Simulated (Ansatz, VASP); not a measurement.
**One calculation of Al3GaN4, two programs**

```xyz
8
Lattice="5.0434 0.0000 0.0001 0.0000 3.1301 0.0000 -0.0032 0.0000 5.4180" Properties=species:S:1:pos:R:3 pbc="T T T"
Al    2.6036    1.5650    0.9649
Al    0.0019    1.5650    4.5230
Al    0.0044    0.0000    1.7971
Ga    2.5166    0.0000    3.6095
N     0.5585    0.0000    3.6102
N     0.6170    1.5650    0.9057
N     3.1500    1.5650    4.5522
N     3.1419    0.0000    1.7679
```

Alike in both runs: task single point; functional PBEsol; k mesh 6 × 8 × 4; occupations gaussian, width 0.05 eV; no spin polarisation.

|  | VASP | Ansatz |
| --- | --- | --- |
| version | VASP 6.6.1 | Ansatz 0.2.0 |
| potentials or method | VASP PAW PBE potentials, release 64 (Al, Ga_d, N), cutoff 520 eV | scalar-relativistic, plane waves, PAW |
| valence electrons in the cell | 42 | 42 |

|  | VASP | Ansatz | Ansatz less VASP |
| --- | --- | --- | --- |
| gap on the k mesh at the Fermi level (eV) | 3.39 | 3.37 | -0.017 |
| least direct gap on the mesh (eV) | 3.39 | 3.37 | -0.017 |
| pressure (GPa) | 0.2 | 0.3 | +0.08 |
| traceless stress, the component that is largest in VASP (GPa) | 2.02 | 2.00 | -0.020 |
| rms of the force components (eV/Å) | 0.457 | 0.454 | -0.0029 |

VASP's potentials were made for PBE, not for PBEsol. Atom by atom the forces differ by 0.005 eV/Å (rms over components). The functional is the same, so the differences come from potentials, cutoffs and numerics.
